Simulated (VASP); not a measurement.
Input of a VASP 6.6.1 run:

File INCAR:

```
SYSTEM = YTl
PREC = Accurate
ENCUT = 600
EDIFF = 1E-7
ISMEAR = -1
SIGMA = 0.15
LREAL = .False.
LASPH = .True.
NELM = 100
ALGO = Normal
ISIF = 3
LWAVE = .False.
LCHARG = .False.
GGA = CA
IBRION = 2
NSW = 80
EDIFFG = -0.001
PSTRESS = 50.0
```

Contents of KPOINTS:

```
regular mesh
0
Gamma
  12 12 12
  0 0 0
```

File POSCAR:

```
YTl
1.0
    3.6963328083      0.0000000000      0.0000000000
    0.0000000000      3.6963328083      0.0000000000
    0.0000000000      0.0000000000      3.6963328083
Y Tl
1 1
Direct
    0.5000000000      0.5000000000      0.5000000000
    0.0000000000      0.0000000000      0.0000000000
```

Potentials or basis: VASP PAW LDA potentials, release 64 (Y_sv, Tl_d).

The run is started by

```sh
$ cat potpaw_LDA.64/Y_sv/POTCAR potpaw_LDA.64/Tl_d/POTCAR > POTCAR
$ mpirun -np 1 vasp_std > vasp.out
```

Question: What does it give for the relaxed cell?

Answer: a = 3.622 Å, b = 3.622 Å, c = 3.622 Å, α = 90.00°, β = 90.00°, γ = 90.00°.

Question: Estimate the space group after relaxing (to 0.05 Å).

Answer: Pm-3m (No. 221).

Step by step:
```
step  energy change (eV)  largest force (eV/Å)  pressure (GPa)  volume (Å³)
   1              0.0000                0.0000            0.12        50.50
   2              0.1589                0.0000           10.32        45.09
   3              0.0447                0.0000            4.96        47.53
   4              0.0466                0.0000            5.07        47.47
   5              0.0445                0.0000            4.95        47.53
   6              0.0454                0.0000            5.00        47.50
```

Caveat: the cell is relaxed towards a set pressure, so the enthalpy falls and the energy may rise. Zero-point motion and thermal expansion aren't in these numbers.
